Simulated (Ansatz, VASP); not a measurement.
# One calculation of BaTiO3, two programs

The input POSCAR:

```
BaTiO3
1.0
    2.8276681575      1.6325549719      2.3177316080
   -2.8276681575      1.6325549719      2.3177316080
    0.0000000000     -3.2651099438      2.3177316080
Ba Ti O
1 1 3
Direct
    0.0000000000      0.0000000000      0.0000000000
    0.5140000000      0.5140000000      0.5140000000
    0.4916000000      0.4916000000      0.9815000000
    0.4916000000      0.9815000000      0.4916000000
    0.9815000000      0.4916000000      0.4916000000
```

INCAR.step1

```
SYSTEM = BaTiO3
ALGO = Normal
EDIFF = 1E-5
EDIFFG = -0.005
ENCUT = 660
GGA = PE
GGA_COMPAT = .False.
IBRION = 2
ISIF = 3
ISMEAR = 0
LASPH = .True.
LCHARG = .False.
LDAU = .True.
LDAUJ = 0 0 0
LDAUL = -1 2 -1
LDAUTYPE = 2
LDAUU = 0 4 0
LMAXMIX = 4
LREAL = .False.
LWAVE = .True.
NELM = 200
NELMIN = 4
NSW = 100
PREC = Accurate
SIGMA = 0.02
```

INCAR.step2

```
SYSTEM = BaTiO3
ALGO = Normal
EDIFF = 1E-7
EDIFFG = -0.005
ENCUT = 660
GGA_COMPAT = .False.
IBRION = 2
ISIF = 3
ISMEAR = 0
ISTART = 1
LASPH = .True.
LCHARG = .False.
LDAU = .True.
LDAUJ = 0 0 0
LDAUL = -1 2 -1
LDAUPRINT = 1
LDAUTYPE = 2
LDAUU = 0 4 0
LMAXMIX = 4
LMIXTAU = .True.
LREAL = .False.
LWAVE = .False.
METAGGA = R2SCAN
NELM = 200
NELMIN = 4
NSW = 100
PREC = Accurate
SIGMA = 0.02
```

Contents of KPOINTS:

```
k-points
0
Gamma
  6 6 6
  0 0 0
```

Input for Ansatz:

```yaml
crystal:
  lattice:
    - [2.8276681575, 1.6325549719, 2.317731608]
    - [-2.8276681575, 1.6325549719, 2.317731608]
    - [0.0, -3.2651099438, 2.317731608]
  atoms:
    - { symbol: Ba, position: [0.0, 0.0, 0.0] }
    - { symbol: Ti, position: [0.514, 0.514, 0.514] }
    - { symbol: O, position: [0.4916, 0.4916, 0.9815] }
    - { symbol: O, position: [0.4916, 0.9815, 0.4916] }
    - { symbol: O, position: [0.9815, 0.4916, 0.4916] }
basis:
  ecutwfc: 500
kpoints:
  mp_grid: { grid: [6, 6, 6] }
hamiltonian:
  xc: r2scan
  hubbard: { sites: [{ species: Ti, l: d, u_eff: 4.0 }] }
scf:
  occupations: { method: gaussian, width: 0.02 }
output:
  forces: true
  stress: true
  eigenvalues: true
relax:
  adjacent_minimum: "off"
  f_tol: 0.005
  max_steps: 80
  cell: { stress_tol: 0.05 }
```

Alike in both runs: task relaxation of cell and atoms; functional r2SCAN; k mesh 6 × 6 × 6; occupations gaussian, width 0.02 eV; no spin polarisation; Hubbard terms Ti d U = 4.0 eV.

|  | VASP | Ansatz |
| --- | --- | --- |
| version | VASP 6.6.1 | Ansatz 0.2.0 |
| potentials or method | VASP PAW PBE potentials, release 64 (Ba_sv, Ti_sv, O), cutoff 660 eV | scalar-relativistic, plane waves, PAW |
| valence electrons in the cell | 40 | 40 |

```tsv
	VASP	Ansatz	Ansatz less VASP
gap on the k mesh at the Fermi level, each at its own relaxed structure (eV)	2.61	2.89	+0.284
relaxed volume (Å³/atom)	13.09	12.94	-0.152
relaxed length of the cell vector where the two differ most in proportion (Å)	4.030	4.015	-0.0156
```

VASP's potentials were made for PBE, not for r2SCAN. The programs project onto different local orbitals, so the same U acts differently, and such runs can settle in different states.

Neither program's run includes spin-orbit coupling.
